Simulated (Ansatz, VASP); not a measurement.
Hg3P2 in VASP and in Ansatz

The input INCAR:

```
  PREC = Accurate
  ENCUT = 600
  EDIFF = 1E-6
  ISMEAR = 0
  SIGMA = 0.01
  LREAL = F
  LASPH = T
  NELM = 100
  ALGO = Normal
  ISIF = 3
  LWAVE = F
  LCHARG = F
  GGA = PE
  IBRION = 2
  NSW = 100
  EDIFFG = -0.01
```

KPOINTS

```
Automatic mesh
0
Gamma
  6 6 8
```

POSCAR

```
Hg3P2
1.0
    8.2192786285      0.0000000000      0.0000000000
   -4.1096393142      7.1181040930      0.0000000000
    0.0000000000      0.0000000000      4.8879954566
Hg P
3 2
Direct
    0.5000000000      0.0000000000      0.0000000000
    0.0000000000      0.5000000000      0.0000000000
    0.5000000000      0.5000000000      0.0000000000
    0.3333333333      0.6666666667      0.0000000000
    0.6666666667      0.3333333333      0.0000000000
```

Input for Ansatz:

```yaml
crystal:
  lattice:
    - [8.2192786285, 0.0, 0.0]
    - [-4.1096393142, 7.118104093, 0.0]
    - [0.0, 0.0, 4.8879954566]
  atoms:
    - { symbol: Hg, position: [0.5, 0.0, 0.0] }
    - { symbol: Hg, position: [0.0, 0.5, 0.0] }
    - { symbol: Hg, position: [0.5, 0.5, 0.0] }
    - { symbol: P, position: [0.3333333333, 0.6666666667, 0.0] }
    - { symbol: P, position: [0.6666666667, 0.3333333333, 0.0] }
basis:
  ecutwfc: 420
kpoints:
  mp_grid: { grid: [6, 6, 8] }
hamiltonian:
  xc: pbe
scf:
  occupations: { method: gaussian, width: 0.01 }
output:
  forces: true
  stress: true
  eigenvalues: true
relax:
  adjacent_minimum: "off"
  f_tol: 0.01
  max_steps: 80
  cell: { stress_tol: 0.05 }
```

Alike in both runs: task relaxation of cell and atoms; functional PBE; k mesh 6 × 6 × 8; occupations gaussian, width 0.01 eV; no spin polarisation.

```csv
,VASP,Ansatz
version,VASP 6.6.1,Ansatz 0.2.0
potentials or method,"VASP PAW PBE potentials, release 64 (Hg, P), cutoff 600 eV","scalar-relativistic, plane waves, PAW"
valence electrons in the cell,46,70
```

```csv
,VASP,Ansatz,Ansatz less VASP
"gap on the k mesh at the Fermi level, each at its own relaxed structure (eV)",none,none,-
relaxed volume (Å³/atom),70.59,68.09,-2.496
relaxed cell length with the largest relative difference (Å),6.005,5.823,-0.1817
```

A gap of «none» marks a metal or a gap that the smearing closes. VASP's potentials hold 46 valence electrons a cell and Ansatz's 70, so a difference there can come from the potentials and not from the codes.

Spin-orbit coupling is off throughout. Noted on VASP's run: the volume moved by over 15 % at a fixed basis, so the end points are rough.
